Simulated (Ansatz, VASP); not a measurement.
## Si: VASP beside Ansatz

File INCAR:

```
ALGO = Normal ; EDIFF = 1E-6
ENCUT = 500 ; GGA = PE
GGA_COMPAT = False ; ISIF = 2
ISMEAR = -1 ; LASPH = True
LCHARG = False ; LREAL = False
LWAVE = False ; NBANDS = 11
NELM = 120 ; PREC = Accurate
SIGMA = 0.025
```

The input KPOINTS:

```
k-points
0
Gamma
  6 6 6
```

POSCAR

```
Si
1.0
    0.0000000000      2.7200000000      2.7200000000
    2.7200000000      0.0000000000      2.7200000000
    2.7200000000      2.7200000000      0.0000000000
Si
2
Direct
    0.0000000000      0.0000000000      0.0000000000
    0.2500000000      0.2500000000      0.2500000000
```

Input for Ansatz:

```yaml
crystal:
  atoms:
  - position: [0.0, 0.0, 0.0]
    symbol: Si
  - position: [0.25, 0.25, 0.25]
    symbol: Si
  lattice:
  - [0.0, 2.72, 2.72]
  - [2.72, 0.0, 2.72]
  - [2.72, 2.72, 0.0]
hamiltonian:
  dispersion: none
  pseudopotentials:
    kind: all_electron
    lapw: {basis_error: 0.025 meV}
    relativity: scalar
  xc: pbe
kpoints:
  mp_grid:
    grid: [6, 6, 6]
    shift: [0, 0, 0]
magnetization: {spin_polarized: false}
output: {forces: true, stress: true}
scf:
  convergence: {dr2_threshold: 1e-10 eV}
  lower_state_search: 'off'
  max_iter: 200
  occupations: {method: fermi_dirac, width: 0.025}
```

Alike in both runs: task single point; functional PBE; k mesh 6 × 6 × 6; occupations fermi-dirac, width 0.025 eV; no spin polarisation.

|  | VASP | Ansatz |
| --- | --- | --- |
| version | VASP 6.6.1 | Ansatz 0.2 development build |
| potentials or method | VASP PAW PBE potentials, release 64 (Si), cutoff 500 eV | all-electron full-potential LAPW, scalar-relativistic |

|  | VASP | Ansatz | Ansatz less VASP |
| --- | --- | --- | --- |
| pressure (GPa) | 1.5 | 1.6 | +0.04 |

Ansatz ran all-electron here, and VASP with PAW potentials.
